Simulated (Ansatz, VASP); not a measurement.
## Two plane-wave programs on PbSe

Contents of INCAR:

```
  PREC = Accurate
  ENCUT = 520
  EDIFF = 1E-6
  ISMEAR = -1
  SIGMA = 0.02
  LREAL = False
  LASPH = True
  NELM = 60
  ALGO = Normal
  ISIF = 2
  LWAVE = False
  LCHARG = True
  GGA = PE
  LELF = True
  LVHAR = True
  NBANDS = 28
```

KPOINTS

```
regular mesh
0
Gamma
  6 6 6
```

POSCAR

```
PbSe
1.0
    2.1377037839     -5.9967639064      0.0000000000
    2.1377037839      5.9967639064      0.0000000000
    0.0000000000      0.0000000000      4.4334889037
Pb Se
2 2
Direct
    0.6284359950      0.3715640050      0.7500000000
    0.3715640050      0.6284359950      0.2500000000
    0.8626836362      0.1373163638      0.7500000000
    0.1373163638      0.8626836362      0.2500000000
```

Input for Ansatz:

```yaml
crystal:
  lattice:
    - [2.1377037839, -5.9967639064, 0.0]
    - [2.1377037839, 5.9967639064, 0.0]
    - [0.0, 0.0, 4.4334889037]
  atoms:
    - { symbol: Pb, position: [0.628435995, 0.371564005, 0.75] }
    - { symbol: Pb, position: [0.371564005, 0.628435995, 0.25] }
    - { symbol: Se, position: [0.8626836362, 0.1373163638, 0.75] }
    - { symbol: Se, position: [0.1373163638, 0.8626836362, 0.25] }
kpoints:
  mp_grid: { grid: [6, 6, 6] }
  band_path:
    path:
      - [0.0, 0.0, 0.0]
      - [-0.5, 0.5, 0.0]
      - [-0.2817688255, 0.7182311745, 0.0]
      - [0.2817688255, 0.2817688255, 0.0]
      - [0.0, 0.0, 0.5]
      - [0.2817688255, 0.2817688255, 0.5]
      - [-0.2817688255, 0.7182311745, 0.5]
      - [-0.5, 0.5, 0.5]
      - [0.0, 0.5, 0.0]
      - [-0.5, 0.5, 0.4]
      - [0.5, -0.5, 0.382813]
      - [0.209635, 0.209635, 0.0]
    npoints: 1
hamiltonian:
  xc: pbe
scf:
  occupations: { method: fermi_dirac, width: 0.02 }
  n_extra_bands: 5
output:
  forces: true
  stress: true
  eigenvalues: true
```

Alike in both runs: task single point; functional PBE; k mesh 6 × 6 × 6; occupations fermi-dirac, width 0.02 eV; no spin polarisation.

```csv
,VASP,Ansatz
version,VASP 6.6.1,Ansatz 0.2.0
potentials or method,"VASP PAW PBE potentials, release 64 (Pb_d, Se)","plane waves, PAW"
plane-wave cutoff (eV),520,420
valence electrons in the cell,40,60
```

|  | VASP | Ansatz | Ansatz less VASP |
| --- | --- | --- | --- |
| gap on the k mesh at the Fermi level (eV) | 1.09 | 1.10 | +0.001 |
| pressure (GPa) | 2.0 | 2.0 | 0.00 |
| traceless stress, the component that is largest in VASP (GPa) | 0.33 | 0.31 | -0.023 |
| rms of the force components (eV/Å) | 0.075 | 0.071 | -0.0042 |

Atom by atom the forces differ by 0.004 eV/Å (rms over components). VASP's potentials hold 40 valence electrons a cell and Ansatz's 60, so a difference there can come from the potentials and not from the codes.

Neither program's run includes spin-orbit coupling.
